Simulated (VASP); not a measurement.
# Ti5O in VASP: further runs, part 2 of 2

VASP 6.6.1.

## Step 3: Single point, PBE

Input file INCAR:

```
SYSTEM = Ti5O
  ALGO = Normal
  DIPOL = 0.5 0.5 0.387
  EDIFF = 1E-6
  ENCUT = 520
  GGA = PE
  IDIPOL = 3
  ISIF = 2
  ISMEAR = 0
  LASPH = .True.
  LCHARG = .False.
  LDIPOL = .True.
  LREAL = .False.
  LWAVE = .False.
  NBANDS = 42
  NELM = 80
  PREC = Accurate
  SIGMA = 0.1
```

Input file KPOINTS:

```
k-points
0
Gamma
  9 9 1
  0 0 0
```

Input file POSCAR:

```
Ti5O
1.0
    2.9381632086      0.0000000000      0.0000000000
   -1.4690816043      2.5445239791      0.0000000000
    0.0000000000      0.0000000000     24.7117068140
Ti O
5 1
Direct
    0.6666666667      0.3333333333      0.1618666015
    0.3333333333      0.6666666667      0.2559609806
    0.6666666667      0.3333333333      0.3506708119
    0.3333333333      0.6666666667      0.4475655916
    0.6666666667      0.3333333333      0.5346335206
    1.3333333333      0.6666666667      0.5711933975
```

Potentials or basis: VASP PAW PBE potentials, release 64 (Ti_sv, O).

Run with:

```bash
cat potpaw_PBE.64/Ti_sv/POTCAR potpaw_PBE.64/O/POTCAR > POTCAR
mpirun -np 1 vasp_std > vasp.out
```

Run time: 7.8 min. Hardware: 1 thread of Intel Xeon 8259CL, shared host; peak memory 0.35 GiB.

Results (log left out):

```yaml
Free_energy: -47.0941 eV
Largest_force: 2.164 eV/Å
Band_gap_on_the_k_mesh: zero (bands 33 and 34 overlap by 0.78 eV)
```

Forces in eV/Å, atoms in the order of the input:
```
Ti   0.000  0.000  0.554
Ti   0.000  0.000 -0.503
Ti   0.000  0.000  0.177
Ti   0.000  0.000 -2.164
Ti   0.000  0.000  1.864
O    0.000  0.000  0.073
```

Levels at points of the mesh, in eV from the Fermi level:
```tsv
k point	band 28	band 29	band 30	band 31	band 32	band 33	band 34	band 35	band 36	band 37
(0.00, 0.00, 0.00)	-2.92	-0.41	-0.14	0.16	0.45	0.57	0.57	0.66	0.71	0.71
```

## Step 4: Relaxation of the atoms, PBE

Input file INCAR:

```
PREC     = Accurate       # precision mode
ENCUT    = 520            # plane-wave cutoff, eV
EDIFF    = 1E-6           # SCF threshold, eV
ISMEAR   = 0              # smearing method
SIGMA    = 0.1            # smearing width, eV
LREAL    = F              # projectors in reciprocal space
LASPH    = T              # aspherical terms in the spheres
NELM     = 80             # most SCF steps
ALGO     = Normal         # electronic algorithm
ISIF     = 2              # what is computed and relaxed
LWAVE    = F              # write WAVECAR
LCHARG   = F              # write CHGCAR
LDIPOL   = T            
IDIPOL   = 3            
DIPOL    = 0.5 0.5 0.388
GGA      = PE             # functional
IBRION   = 2              # ionic algorithm
NSW      = 36             # ionic steps
EDIFFG   = -0.025         # ionic threshold
```

Input file KPOINTS:

```
regular mesh
0
Gamma
  9 9 1
```

Input file POSCAR:

```
Ti5O
1.0
    2.9381632086      0.0000000000      0.0000000000
   -1.4690816043      2.5445239791      0.0000000000
    0.0000000000      0.0000000000     24.7117068140
Ti O
5 1
Selective dynamics
Direct
    0.6666666667      0.3333333333      0.1618666015  F F F
    0.3333333333      0.6666666667      0.2559609806  F F F
    0.6666666667      0.3333333333      0.3506708119  F F F
    0.3333333333      0.6666666667      0.4475655916  F F F
    0.6666666667      0.3333333333      0.5346335206  F F F
    1.3333333333      0.6666666667      0.5751001710  F F T
```

Run with:

```bash
cat potpaw_PBE.64/Ti_sv/POTCAR potpaw_PBE.64/O/POTCAR > POTCAR
mpirun -np 1 vasp_std > vasp.out
```

It took 8.6 min on 1 thread of Intel Xeon Platinum 8259CL at 2.50GHz (Skylake/Cascade Lake), shared host; peak memory 0.36 GiB.

The run converged. Its results:

- Free energy: -47.0943 eV
- Energy gained by relaxing: 9.5 meV/atom
- Ionic steps: 3
- Band gap on the k mesh: zero (bands 33 and 34 overlap by 0.78 eV)

Step by step:
```csv
step,energy change (eV),largest force on free atoms (eV/Å),pressure (GPa)
1,0.0000,1.2326,0.60
2,-0.0499,0.4389,1.33
3,-0.0569,0.0023,1.75
```

Final structure:
```
Ti O
1.0
     2.93816    0.00000    0.00000
    -1.46908    2.54452    0.00000
     0.00000    0.00000   24.71171
Ti O
5 1
Direct
  0.66667 0.33333 0.16187
  0.33333 0.66667 0.25596
  0.66667 0.33333 0.35067
  0.33333 0.66667 0.44757
  0.66667 0.33333 0.53463
  0.33333 0.66667 0.57141
```

Levels at points of the mesh, in eV from the Fermi level:
| k point | band 30 | band 31 | band 32 | band 33 | band 34 | band 35 |
| --- | --- | --- | --- | --- | --- | --- |
| (0.00, 0.00, 0.00) | -0.14 | 0.16 | 0.45 | 0.57 | 0.57 | 0.66 |

## Step 5: Relaxation of the atoms, PBE

Input file INCAR:

```
  ALGO = Normal
  DIPOL = 0.5 0.5 0.388
  EDIFF = 1E-7
  EDIFFG = -0.025
  ENCUT = 520
  GGA = PE
  IBRION = 2
  IDIPOL = 3
  ISIF = 2
  ISMEAR = 0
  LASPH = True
  LCHARG = False
  LDIPOL = True
  LREAL = False
  LWAVE = False
  NELM = 80
  NSW = 36
  PREC = Accurate
  SIGMA = 0.1
```

Input file KPOINTS:

```
k-points
0
Gamma
  9 9 1
```

POSCAR: that of step 4 with these lines changed.

```diff
@@ -14,2 +14,2 @@
     0.6666666667      0.3333333333      0.5346335206  F F F
-    1.3333333333      0.6666666667      0.5751001710  F F T
+    1.0000000000      1.0000000000      0.5751001710  F F T
```

Potentials or basis: VASP PAW PBE potentials, release 64 (Ti_sv, O).

Run with:

```bash
cat potpaw_PBE.64/Ti_sv/POTCAR potpaw_PBE.64/O/POTCAR > POTCAR
mpirun -np 1 vasp_std > vasp.out
```

OUTCAR:

```text
EDIFF = 1E-7
   EDIFFG = -0.025
   ENCUT = 520
   GGA = PE
   IBRION = 2
   ISIF = 2
   ISMEAR = 0
   LASPH = True
   LREAL = False
   NELM = 80
   NSW = 36
   PREC = Accurate

 ion  position               nearest neighbor table
   1  0.667  0.333  0.162-   2 2.88   2 2.88   2 2.88
   2  0.333  0.667  0.256-   1 2.88   1 2.88   1 2.88   3 2.89   3 2.89   3 2.89
   3  0.667  0.333  0.351-   2 2.89   2 2.89   2 2.89
   4  0.333  0.667  0.448-   5 2.74   5 2.74   5 2.74
   5  0.667  0.333  0.535-   6 1.97   6 1.97   6 1.97   4 2.74   4 2.74   4 2.74
   6  0.000  0.000  0.575-   5 1.97   5 1.97   5 1.97

  LATTYP: Found a hexagonal cell.
 ALAT       =     2.9381632086
 C/A-ratio  =     8.4105970498

[... 281 lines left out ...]
  free energy    TOTEN  =       -47.27179828 eV

  energy without entropy =      -47.21958047  energy(sigma->0) =      -47.24568938

 E-fermi :   1.5870     XC(G=0):  -6.4111

 val. band max:        1.5783439184   @ k =   0.3333  -0.0000   0.0000
 cond. band min:       1.6057334408   @ k =   0.3333   0.1111   0.0000
 fundamental gap:      0.0273895225
 Fermi energy:         1.5869663538

 k-point     1 :       0.0000    0.0000    0.0000
  band No.  band energies     occupation
      1     -55.5630      2.00000
      2     -55.3884      2.00000
      3     -55.2264      2.00000
      4     -55.1532      2.00000
      5     -54.9560      2.00000
      6     -31.9327      2.00000
[... 493 lines left out ...]
     38       1.8488      0.00021
     39       3.0606      0.00000

------------------------ aborting loop because EDIFF is reached ----------------------------------------

 vacuum level on the upper side and lower side of the slab       (xc-potential included)         0.480        -0.864

  FORCE on cell =-STRESS in cart. coord.  units (eV):
  Direction    XX          YY          ZZ          XY          YZ          ZX
  --------------------------------------------------------------------------------------
  -------------------------------------------------------------------------------------
  Total        1.3641109      1.3641109      2.2993416     -0.0000000      0.0000000      0.0000000
  in kB       11.8297362     11.8297362     19.9401704     -0.0000000      0.0000000      0.0000000
  external PRESSURE =      14.5332142 kB  Pullay stress =       0.0000000 kB
[... 21 lines left out ...]
  FREE ENERGIE OF THE ION-ELECTRON SYSTEM (eV)
  ---------------------------------------------------
  free  energy   TOTEN  =       -47.2717982794 eV

  energy  without entropy=      -47.2195804733  energy(sigma->0) =      -47.24568938

 reached required accuracy - stopping structural energy minimisation

 vacuum level on the upper side and lower side of the slab         7.173         5.794
```

It took 8.1 min on 1 thread of Oxide Virtual Turin-like, shared host; peak memory 0.33 GiB.

Results:

| Quantity | Value |
| --- | --- |
| Free energy | -47.2718 eV |
| Energy gained by relaxing | 9.1 meV/atom |
| Ionic steps | 3 |
| Band gap on the k mesh | zero (bands 33 and 34 overlap by 1.00 eV) |

The path:
| step | energy change (eV) | largest force on free atoms (eV/Å) | pressure (GPa) |
| --- | --- | --- | --- |
| 1 | 0.0000 | 1.2536 | 0.37 |
| 2 | -0.0497 | 0.3820 | 1.12 |
| 3 | -0.0546 | 0.0027 | 1.45 |

Final structure:
```
CELL_PARAMETERS angstrom
2.93816 0.00000 0.00000
-1.46908 2.54452 0.00000
0.00000 0.00000 24.71171
ATOMIC_POSITIONS crystal
Ti 0.66667 0.33333 0.16187
Ti 0.33333 0.66667 0.25596
Ti 0.66667 0.33333 0.35067
Ti 0.33333 0.66667 0.44757
Ti 0.66667 0.33333 0.53463
O 0.00000 0.00000 0.57162
```

## Step 6: The runs side by side

| task | cell | atoms held fixed (from 0) | gap on the mesh (eV) | largest force (eV/Å) |
| --- | --- | --- | --- | --- |
| single point | as given, atomic positions A | - | none | 2.02 |
| single point | as given, atomic positions B | - | none | 2.16 |
| relaxation of the atoms | atoms relaxed, atomic positions C | [0, 1, 2, 3, 4, 5] | none | - |
| relaxation of the atoms | atoms relaxed, atomic positions D | [0, 1, 2, 3, 4, 5] | none | - |

Alike in all rows: level PBE; potentials or basis VASP PAW PBE potentials, release 64 (Ti_sv, O); no spin polarisation; k mesh 9 × 9 × 1; cutoff (eV) 520; smearing gaussian 0.1 eV.

Absolute energies hang on the potentials; compare differences alone.
